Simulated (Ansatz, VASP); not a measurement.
**Two plane-wave programs on Ge**

```xyz
2
Lattice="0.0159 2.8937 2.8734 2.8937 0.0159 2.8734 2.9096 2.9096 0.0000" Properties=species:S:1:pos:R:3 pbc="T T T"
Ge    0.0000    0.0000    0.0042
Ge    1.4548    1.4548    1.4325
```

Change from the starting cell: strained cell.

Alike in both runs: functional PBE; k mesh 10 × 10 × 10; occupations gaussian, width 0.1 eV; no spin polarisation.

Ansatz relaxed the structure, and its values are those at the end. VASP's run is a single point on that final structure, the one shown.

|  | VASP | Ansatz |
| --- | --- | --- |
| version | VASP 6.6.1 | Ansatz 0.2.0 |
| potentials or method | VASP PAW PBE potentials, release 64 (Ge_d), cutoff 500 eV | scalar-relativistic, plane waves, PAW |
| valence electrons in the cell | 28 | 28 |

```csv
,VASP,Ansatz,Ansatz less VASP
gap on the k mesh at the Fermi level (eV),none,none,-
pressure (GPa),-0.5,-0.4,+0.10
```

A gap of «none» marks a metal or a gap that the smearing closes. Ansatz's warnings: stress scf threshold loose.
